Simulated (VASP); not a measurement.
**Sb: single point with PBEsol**

Sb:

```
CELL_PARAMETERS angstrom
-1.51744 1.51744 2.50050
1.51744 -1.51744 2.50050
1.51744 1.51744 -2.50050
ATOMIC_POSITIONS crystal
Sb 0.00000 0.00000 0.00000
```

| Item | Value |
| --- | --- |
| Program | VASP 6.6.1 |
| Task | single point |
| Functional | PBEsol |
| Potentials or basis | VASP PAW PBE potentials, release 64 (Sb) |
| Cutoff | 520 eV |
| k mesh | 19 × 19 × 19 |
| Occupations | fermi-dirac, width 0.05 eV |
| Spin | no spin polarisation |

```json
{"Pressure": "12.2 GPa", "Band gap on the k mesh": "zero (an odd number of electrons rules out a gap without spin polarisation)"}
```

Stress tensor (GPa, compression positive):
```
12.77  0.00  0.00
 0.00 12.77  0.00
 0.00  0.00 11.11
```

Levels at points of the mesh, in eV from the Fermi level:
```tsv
k point	band 1	band 2	band 3	band 4	band 5	band 6
(0.00, 0.00, 0.00)	-14.34	6.23	6.52	6.52	10.03	10.43
```

Wall time 2.4 min on 1 thread of Intel Xeon 8259CL, on a shared host, peak memory 0.24 GiB.

Caveat: the cell stands under pressure; the PAW data sets were made with another functional, which shifts forces and pressure a little; spin-orbit coupling is left out, which moves the levels of the heavy elements.
